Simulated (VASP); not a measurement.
The system is Co.

```
Co
1.0
     0.00000    1.79935    1.79935
     1.79935    0.00000    1.79935
     3.59870    3.59870    0.00000
Co
2
Cartesian
  0.0000 0.0000 0.0000
  1.7994 1.7994 0.0000
```

This isn't the form of Co at room conditions, which is hcp.

Base run:

```yaml
Program: VASP 6.6.1
Functional: PBE
Potentials_or_basis: VASP PAW PBE potentials, release 64 (Co)
Cutoff: 520 eV
k_mesh: 12 × 12 × 6
Occupations: fermi-dirac, width 0.05 eV
Spin: collinear spin
Starting_moments: "[0.09, 0.09] μB"
```

Its results: pressure -23.5 GPa; net moment 0.00 μB per cell.

Q: The run is repeated on the same cell with these changes: spin from collinear spin to collinear spin, ferromagnetic start; moments at the start from [0.09, 0.09] to [3.0, 3.0]. What comes out?

A: Pressure -11.7 GPa; net moment 3.43 μB per cell; site moments Co +1.75 μB.

Caveats: the cell stands under tension.
